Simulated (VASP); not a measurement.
Set up this calculation in VASP 6.6.1, as the native input.

```yaml
Task: relaxation of shape and atoms at fixed volume
Functional: PBE
Potentials_or_basis: VASP PAW PBE potentials, release 64 (Zr_sv, O)
Cutoff: 600 eV
k_mesh: 6 × 6 × 6
Occupations: gaussian, width 0.02 eV
Spin: no spin polarisation
Dipole_correction: no
Further_INCAR_settings: ALGO = Normal; EDIFF = 1e-07; IBRION = 2; EDIFFG = -0.01; NSW = 50; ISIF = 4
```

The structure of ZrO2 lies in POSCAR:

```
ZrO2
1.0
    3.7122160881      0.0000000000      0.0000000000
    0.0000000000      3.7122160881      0.0000000000
    0.0000000000      0.0000000000      5.5288693569
Zr O
2 4
Direct
    0.0000000000      0.0000000000      0.0000000000
    0.5000000000      0.5000000000      0.5000000000
    0.0000000000      0.5000000000      0.1791867968
    0.0000000000      0.5000000000      0.6791867968
    0.5000000000      0.0000000000      0.3208132032
    0.5000000000      0.0000000000      0.8208132032
```

These files were run (other wordings do the same):

INCAR

```
PREC     = Accurate       # precision mode
ENCUT    = 600            # plane-wave cutoff, eV
EDIFF    = 1E-7           # SCF threshold, eV
ISMEAR   = 0              # smearing method
SIGMA    = 0.02           # smearing width, eV
LREAL    = False          # projectors in reciprocal space
LASPH    = True           # aspherical terms in the spheres
NELM     = 120            # most SCF steps
ALGO     = Normal         # electronic algorithm
ISIF     = 4              # what is computed and relaxed
LWAVE    = False          # write WAVECAR
LCHARG   = False          # write CHGCAR
GGA      = PE             # functional
IBRION   = 2              # ionic algorithm
NSW      = 50             # ionic steps
EDIFFG   = -0.01          # ionic threshold
GGA_COMPAT= False        
NELMIN   = 4
```

KPOINTS

```
Automatic mesh
0
Gamma
  6 6 6
```

Potentials or basis: VASP PAW PBE potentials, release 64 (Zr_sv, O).

Run with:

```bash
$ cat potpaw_PBE.64/Zr_sv/POTCAR potpaw_PBE.64/O/POTCAR > POTCAR
$ mpirun -np 1 vasp_std > vasp.out
```

It gave:

| Item | Value |
| --- | --- |
| Energy gained by relaxing | 3.9 meV/atom |
| Ionic steps | 6 |
| Pressure after relaxing | -10.9 GPa |
| Largest force after relaxing | 0.003 eV/Å |
| Band gap on the k mesh | 4.04 eV (least direct gap 4.09 eV) |

Wall time 7.9 min on 1 thread of Oxide Virtual Turin-like Processor, with other jobs on the host, peak memory 0.22 GiB.
